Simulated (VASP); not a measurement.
# PPt (Fm-3m) in VASP: single point with PBE

Aim: the single point of PPt with PBE.

All numbers are computed with VASP 6.6.1; they aren't measurements. Logs are shortened: lines on timing, memory, paths and dates and some standing lists are left out, and cuts for length are marked.

## Step 1: The cell of the first run

Symmetry: Fm-3m, No. 225, cubic system. The conventional cell has a = 5.017 Å, b = 5.017 Å, c = 5.017 Å, α = 90.00°, β = 90.00°, γ = 90.00°. Within 3.3 Å of P (site symmetry m-3m) lie 6 Pt at 2.51 Å. Pt (site symmetry m-3m) has 6 P at 2.51 Å within 3.3 Å.

## Step 2: Single point, PBE

File INCAR:

```
SYSTEM = PPt
PREC = Accurate
ENCUT = 500
EDIFF = 1E-6
ISMEAR = 1
SIGMA = 0.1791
LREAL = .False.
LASPH = .True.
NELM = 120
ALGO = Normal
ISIF = 2
LWAVE = .False.
LCHARG = .True.
GGA = PE
LELF = .True.
LVHAR = .True.
NBANDS = 14
GGA_COMPAT = .False.
```

File KPOINTS:

```
regular mesh
0
Gamma
  6 6 6
  0 0 0
```

File POSCAR:

```
PPt
1.0
    0.0000000000      2.5084962714      2.5084962714
    2.5084962714      0.0000000000      2.5084962714
    2.5084962714      2.5084962714      0.0000000000
P Pt
1 1
Direct
    0.0000000000      0.0000000000      0.0000000000
    0.5000000000      0.5000000000      0.5000000000
```

Potentials or basis: VASP PAW PBE potentials, release 64 (P, Pt).

Command:

```bash
$ cat potpaw_PBE.64/P/POTCAR potpaw_PBE.64/Pt/POTCAR > POTCAR
$ mpirun -np 1 vasp_std > vasp.out
```

OUTCAR:

```text
SYSTEM = PPt
   PREC = Accurate
   ENCUT = 500
   EDIFF = 1E-6
   ISMEAR = 1
   LREAL = .False.
   LASPH = .True.
   NELM = 120
   ISIF = 2
   GGA = PE

 ion  position               nearest neighbor table
   1  0.000  0.000  0.000-   2 2.51   2 2.51   2 2.51   2 2.51   2 2.51   2 2.51
   2  0.500  0.500  0.500-   1 2.51   1 2.51   1 2.51   1 2.51   1 2.51   1 2.51

  LATTYP: Found a face centered cubic cell.
 ALAT       =     5.0169925428

  Lattice vectors:

 A1 = (   0.0000000000,   2.5084962714,   2.5084962714)
 A2 = (   2.5084962714,   0.0000000000,   2.5084962714)
 A3 = (   2.5084962714,   2.5084962714,   0.0000000000)

Analysis of symmetry for initial positions (statically):
=====================================================================
 Subroutine PRICEL returns:
 Original cell was already a primitive cell.

 Routine SETGRP: Setting up the symmetry group for a
 face centered cubic supercell.

 Subroutine GETGRP returns: Found 48 space group operations
 (whereof 48 operations were pure point group operations)
 out of a pool of 48 trial point group operations.

The static configuration has the point symmetry O_h .

Analysis of symmetry for dynamics (positions and initial velocities):
=====================================================================
 Subroutine PRICEL returns:
 Original cell was already a primitive cell.

 Routine SETGRP: Setting up the symmetry group for a
 face centered cubic supercell.

 Subroutine GETGRP returns: Found 48 space group operations
 (whereof 48 operations were pure point group operations)
 out of a pool of 48 trial point group operations.

The dynamic configuration has the point symmetry O_h .

 Subroutine INISYM returns: Found 48 space group operations
 (whereof 48 operations are pure point group operations),
 and found     1 'primitive' translations

----------------------------------------------------------------------------------------

                                     Primitive cell

  volume of cell :      31.5697

  direct lattice vectors                    reciprocal lattice vectors
     0.000000000  2.508496271  2.508496271    -0.199322600  0.199322600  0.199322600
     2.508496271  0.000000000  2.508496271     0.199322600 -0.199322600  0.199322600
     2.508496271  2.508496271  0.000000000     0.199322600  0.199322600 -0.199322600

  length of vectors
     3.547549448  3.547549448  3.547549448     0.345236871  0.345236871  0.345236871

  position of ions in fractional coordinates (direct lattice)
     0.000000000  0.000000000  0.000000000
     0.500000000  0.500000000  0.500000000

  ion indices of the primitive-cell ions
   primitive index   ion index
                 1           1
                 2           2

----------------------------------------------------------------------------------------

 KPOINTS: regular mesh

Automatic generation of k-mesh.
 Grid dimensions read from file:
 generate k-points for:    6    6    6

 Generating k-lattice:

  Cartesian coordinates                     Fractional coordinates (reciprocal lattice)
    -0.033220433  0.033220433  0.033220433     0.166666667  0.000000000  0.000000000
     0.033220433 -0.033220433  0.033220433     0.000000000  0.166666667  0.000000000
     0.033220433  0.033220433 -0.033220433     0.000000000  0.000000000  0.166666667

  Length of vectors
     0.057539479  0.057539479  0.057539479

  Shift w.r.t. Gamma in fractional coordinates (k-lattice)
     0.000000000  0.000000000  0.000000000

 Subroutine IBZKPT returns following result:
 ===========================================

 Found     16 irreducible k-points:

 Following reciprocal coordinates:
            Coordinates               Weight
  0.000000  0.000000  0.000000      1.000000
  0.166667  0.000000  0.000000      8.000000
  0.333333  0.000000  0.000000      8.000000
  0.500000  0.000000  0.000000      4.000000
  0.166667  0.166667  0.000000      6.000000
  0.333333  0.166667  0.000000     24.000000
[... 8 lines left out ...]
 -0.333333  0.333333  0.166667     24.000000
 -0.333333  0.500000  0.166667     12.000000
   k-points           NKPTS =     16   k-points in BZ     NKDIM =     16   number of bands    NBANDS=     14
   number of dos      NEDOS =    301   number of ions     NIONS =      2
   total plane-waves  NPLWV =  21952
   dimension x,y,z NGX =    28 NGY =   28 NGZ =   28
   dimension x,y,z NGXF=    56 NGYF=   56 NGZF=   56
   ions per type =               1   1
   NGX,Y,Z   is equivalent  to a cutoff of  13.12, 13.12, 13.12 a.u.
   NGXF,Y,Z  is equivalent  to a cutoff of  26.24, 26.24, 26.24 a.u.
 SYSTEM =  PPt
   PREC   = accura    normal or accurate (medium, high low for compatibility)
   ISTART =      0    job   : 0-new  1-cont  2-samecut
   ICHARG =      2    charge: 1-file 2-atom 10-const
   ISPIN  =      1    spin polarized calculation?
   LNONCOLLINEAR =      F non collinear calculations
   LSORBIT =      F    spin-orbit coupling
   LASPH  =      T    aspherical Exc in radial PAW
   ENCUT  =  500.0 eV  36.75 Ry    6.06 a.u.   6.47  6.47  6.47*2*pi/ulx,y,z
   NELM   =    120;   NELMIN=  2; NELMDL= -5     # of ELM steps
   EDIFF  = 0.1E-05   stopping-criterion for ELM
   LREAL  =      F    real-space projection
   EDIFFG = 0.1E-04   stopping-criterion for IOM
   NSW    =      0    number of steps for IOM
   IBRION =     -1    ionic relax: 0-MD 1-quasi-New 2-CG
   NFREE  =      0    steps in history (QN), initial steepest desc. (CG)
   ISIF   =      2    stress and relaxation
   ISYM   =      2    0-nonsym 1-usesym 2-fastsym
   POTIM  = 0.5000    time-step for ionic-motion
   TEBEG  =    0.0;   TEEND  =   0.0 temperature during run
   PSTRESS=    0.0 pullay stress
   NELECT =      15.0000    total number of electrons
   NUPDOWN=      -1.0000    fix difference up-down
   EMIN   =  10.00;   EMAX   =-10.00  energy-range for DOS
   EFERMI =   0.00;   METHOD = LEGACY
   ISMEAR =     1;   SIGMA  =   0.18  broadening in eV -4-tet -1-fermi 0-gaus
   EFERMI_NEDOS =   21; number of points for ismear=-14 and -15
   IALGO  =     38    algorithm
   IMIX   =      4    mixing-type and parameters
     AMIX     =   0.40;   BMIX     =  1.00
     AMIX_MAG =   1.60;   BMIX_MAG =  1.00
  volume/ion in A,a.u.               =      15.78       106.52
  Fermi-wavevector in a.u.,A,eV,Ry     =   1.277463  2.414056 22.203520  1.631913
  Thomas-Fermi vector in A             =   2.410061
   LORBIT       =      0    0 simple, 1 ext, 2 COOP (PROOUT), +10 PAW based schemes
   GGA     = PE    functional components
   LHFCALC =     F    Hartree Fock is set to
   AEXX    =    0.0000 exact exchange contribution
   IVDW    =     0    specifies the selected vdW correction
   LEPSILON=     F    determine dielectric tensor
   LRPA    =     F    only Hartree local field effects (RPA)
 non-spin polarized calculation
 Methfessel and Paxton  Order N= 1 SIGMA  =   0.18
  energy-cutoff  :      500.00
  volume of cell :       31.57
 maximum number of plane-waves:       821
 NGX is ok and might be reduce to    28
   NGX = 13   NGY = 13   NGZ = 13

 number of electron      15.0000001 magnetization

 Free energy of the ion-electron system (eV)
  ---------------------------------------------------
  ext. energy  EPLUGINS =         0.00000000
  ---------------------------------------------------
  free energy    TOTEN  =       -11.80029426 eV

  energy without entropy =      -11.79493932  energy(sigma->0) =      -11.79850928

 E-fermi :   9.6513     XC(G=0): -12.0092

 val. band max:        9.6321873862   @ k =   0.0000   0.0000   0.0000
 cond. band min:       9.7543905220   @ k =   0.1667   0.1667   0.0000
 fundamental gap:      0.1222031359
 Fermi energy:         9.6512634625

 k-point     1 :       0.0000    0.0000    0.0000
  band No.  band energies     occupation
      1      -4.1809      2.00000
      2       5.6640      2.00000
      3       5.6640      2.00000
      4       5.6640      2.00000
      5       5.6786      2.00000
      6       5.6786      2.00000
      7       9.6322      1.17915
      8       9.6322      1.17915
      9       9.6322      1.17915
     10      14.5672      0.00000
     11      19.7063      0.00000
     12      21.2002      0.00000
     13      21.2002      0.00000
     14      21.2002      0.00000

 k-point     2 :       0.1667    0.0000    0.0000
  band No.  band energies     occupation
      1      -3.7053      2.00000
      2       5.0210      2.00000
      3       5.0210      2.00000
      4       5.0474      2.00000
      5       5.9573      2.00000
      6       5.9573      2.00000
      7       8.4875      2.00000
      8      10.7438     -0.00000
      9      10.7438     -0.00000
     10      16.1296      0.00000
     11      18.3407      0.00000
     12      20.0666      0.00000
     13      20.0666      0.00000
     14      21.6866      0.00000

 k-point     3 :       0.3333    0.0000    0.0000
  band No.  band energies     occupation
      1      -2.4020      2.00000
      2       3.0816      2.00000
      3       4.1549      2.00000
      4       4.1549      2.00000
      5       6.6307      2.00000
      6       6.6307      2.00000
      7       7.8186      2.00000
      8      12.7873     -0.00000
      9      12.7873     -0.00000
     10      14.6893      0.00000
     11      17.3711      0.00000
     12      17.3711      0.00000
     13      19.9442      0.00000
     14      22.3627      0.00000
[... 188 lines left out ...]
 k-point    15 :      -0.3333    0.3333    0.1667
  band No.  band energies     occupation
      1      -1.4035      2.00000
      2       2.8738      2.00000
      3       4.0886      2.00000
      4       4.2877      2.00000
      5       6.9875      2.00000
      6       7.2393      2.00000
      7       7.5280      2.00000
      8       9.7773      0.07751
      9      10.0056     -0.01713
     10      16.5155      0.00000
     11      16.5189      0.00000
     12      18.9943      0.00000
     13      19.6456      0.00000
     14      22.3671      0.00000

 k-point    16 :      -0.3333    0.5000    0.1667
  band No.  band energies     occupation
      1      -1.5992      2.00000
      2       4.0951      2.00000
      3       4.2687      2.00000
      4       4.2691      2.00000
      5       7.4419      2.00000
      6       7.5922      2.00000
      7       7.7631      2.00000
      8       7.7787      2.00000
      9       8.7117      2.00000
     10      14.4300      0.00000
     11      18.2623      0.00000
     12      19.8112      0.00000
     13      20.8185      0.00000
     14      24.2693      0.00000

------------------------ aborting loop because EDIFF is reached ----------------------------------------

  FORCE on cell =-STRESS in cart. coord.  units (eV):
  Direction    XX          YY          ZZ          XY          YZ          ZX
  --------------------------------------------------------------------------------------
  -------------------------------------------------------------------------------------
  Total       -0.0342153     -0.0342153     -0.0342153      0.0000000     -0.0000000      0.0000000
  in kB       -1.7364426     -1.7364426     -1.7364426      0.0000000     -0.0000000      0.0000000
  external PRESSURE =      -1.7364426 kB  Pullay stress =       0.0000000 kB

 VOLUME and BASIS-vectors are now :
 -----------------------------------------------------------------------------
  energy-cutoff  :      500.00
  volume of cell :       31.57
      direct lattice vectors                 reciprocal lattice vectors
     0.000000000  2.508496271  2.508496271    -0.199322600  0.199322600  0.199322600
     2.508496271  0.000000000  2.508496271     0.199322600 -0.199322600  0.199322600
     2.508496271  2.508496271  0.000000000     0.199322600  0.199322600 -0.199322600

 POSITION                                       TOTAL-FORCE (eV/Angst)
 -----------------------------------------------------------------------------------
      0.00000      0.00000      0.00000        -0.000000     -0.000000      0.000000
      2.50850      2.50850      2.50850         0.000000      0.000000     -0.000000
 -----------------------------------------------------------------------------------
    total drift:                                0.000000      0.000000      0.000000

  FREE ENERGIE OF THE ION-ELECTRON SYSTEM (eV)
  ---------------------------------------------------
  free  energy   TOTEN  =       -11.8002942613 eV

  energy  without entropy=      -11.7949393219  energy(sigma->0) =      -11.79850928
```

It took 6.7 s on 1 thread of Intel Xeon 6975P-C (Granite Rapids), shared host; peak memory 0.16 GiB.

What came out:

- Free energy: -11.8003 eV
- Pressure: -0.2 GPa

Levels at points of the mesh, in eV from the Fermi level:
| k point | band 5 | band 6 | band 7 | band 8 | band 9 | band 10 |
| --- | --- | --- | --- | --- | --- | --- |
| (0.00, 0.00, 0.00) | -3.97 | -3.97 | -0.02 | -0.02 | -0.02 | 4.92 |
| (0.50, 0.00, 0.00) | -2.62 | -2.62 | -1.82 | 3.84 | 4.61 | 4.61 |
| (0.50, 0.50, 0.00) | -2.27 | -2.27 | -2.21 | -2.21 | -1.30 | 1.56 |

Caveat: the k points lie up to 0.36 Å⁻¹ apart; spin-orbit coupling is left out, which moves the levels of the heavy elements.
